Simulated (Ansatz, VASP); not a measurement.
Ni in VASP and in Ansatz

The input INCAR:

```
PREC = Accurate
ENCUT = 520
EDIFF = 1E-6
ISMEAR = -1
SIGMA = 0.1
LREAL = False
LASPH = True
NELM = 150
ALGO = Normal
ISIF = 2
LWAVE = False
LCHARG = True
ISPIN = 2
MAGMOM = 0.8 0.8
LORBIT = 11
LMAXMIX = 4
GGA = PE
LELF = True
LVHAR = True
NBANDS = 21
```

The input KPOINTS:

```
regular mesh
0
Gamma
  7 14 14
```

The input POSCAR:

```
Ni
1.0
    0.0000000000      3.5160000000      3.5160000000
    1.7580000000      0.0000000000      1.7580000000
    1.7580000000      1.7580000000      0.0000000000
Ni
2
Direct
    0.0000000000      0.0000000000      0.0000000000
    0.5000000000      0.0000000000      0.0000000000
```

Input for Ansatz:

```yaml
crystal:
  lattice:
    - [0.0, 3.516, 3.516]
    - [1.758, 0.0, 1.758]
    - [1.758, 1.758, 0.0]
  atoms:
    - { symbol: Ni, position: [0.0, 0.0, 0.0], spin: 0.8 }
    - { symbol: Ni, position: [0.5, 0.0, 0.0], spin: 0.8 }
magnetization:
  spin_polarized: true
hamiltonian:
  xc: pbe
  pseudopotentials: { kind: paw }
basis:
  ecutwfc: 420
kpoints:
  mp_grid: { grid: [7, 14, 14] }
scf:
  occupations: { method: fermi_dirac, width: 0.1 }
  lower_state_search: "off"
output:
  forces: true
  stress: true
```

Change from the starting cell: moments ++ scaled by 0.4, plain SCF.

Alike in both runs: task single point; functional PBE; k mesh 7 × 14 × 14; occupations fermi-dirac, width 0.1 eV; collinear spin.

|  | VASP | Ansatz |
| --- | --- | --- |
| version | VASP 6.6.1 | Ansatz 0.2.0 |
| potentials or method | VASP PAW PBE potentials, release 64 (Ni), cutoff 520 eV | PAW, plane waves, scalar-relativistic |
| valence electrons in the cell | 20 | 36 |

Ansatz gave:

| Property | Result |
| --- | --- |
| pressure (GPa) | 0.8 |
| net moment per atom (μB) | 0.61 |
| size of the moment on the site where the two differ most (μB) | 0.65 |

Q: What did VASP give for the same quantities?

A: Pressure (GPa): 0.6; net moment per atom (μB): 0.59; size of the moment on the site where the two differ most (μB): 0.60.

Site moments also hang on the region over which each program counts them. VASP's potentials hold 20 valence electrons a cell and Ansatz's 36, so a difference there can come from the potentials and not from the codes.
